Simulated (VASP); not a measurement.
Input of a VASP 6.6.1 run:

The input POSCAR:

```
BN
1.0
    2.5360000000      0.0000000000      0.0000000000
   -1.2680000000      2.1962400000      0.0000000000
    0.0000000000      0.0000000000      4.1990000000
B N
2 2
Direct
    0.6666666667      0.3333333333      0.0000000000
    0.3333333333      0.6666666667      0.5000000000
    0.6666666667      0.3333333333      0.3750000000
    0.3333333333      0.6666666667      0.8750000000
```

INCAR.step1

```
  PREC = Accurate
  ENCUT = 520
  ISMEAR = 0
  SIGMA = 0.01
  LREAL = F
  LASPH = T
  NELM = 100
  NBANDS = 16
  GGA = PE
  ALGO = Normal
  EDIFF = 1E-4
  LWAVE = T
  LCHARG = F
```

The input INCAR.step2:

```
  PREC = Accurate
  ENCUT = 520
  EDIFF = 1E-6
  ISMEAR = 0
  SIGMA = 0.01
  LREAL = F
  LASPH = T
  NELM = 100
  ALGO = Normal
  ISIF = 2
  LWAVE = F
  LCHARG = F
  METAGGA = R2SCAN
  LMIXTAU = T
  NBANDS = 16
  ISTART = 1
```

KPOINTS

```
regular mesh
0
Gamma
  8 8 5
```

Potentials or basis: VASP PAW PBE potentials, release 64 (B, N).

Command:

```sh
$ cat potpaw_PBE.64/B/POTCAR potpaw_PBE.64/N/POTCAR > POTCAR
$ cp INCAR.step1 INCAR
$ mpirun -np 1 vasp_std > vasp.out
$ cp INCAR.step2 INCAR
$ mpirun -np 1 vasp_std > vasp.out
```

Question: Predict the band gap on the k mesh.

Answer: 6.06 eV, indirect (least direct gap 9.03 eV).

Question: Estimate the largest force.

Answer: 0.050 eV/Å.

Question: Predict the pressure.

Answer: 4.5 GPa.

Stress tensor (GPa, compression positive):
```
4.85 0.00 0.00
0.00 4.85 0.00
0.00 0.00 3.77
```

Caveat: the PAW data sets were made with another functional, which shifts forces and pressure a little. A k mesh can miss the band edges.
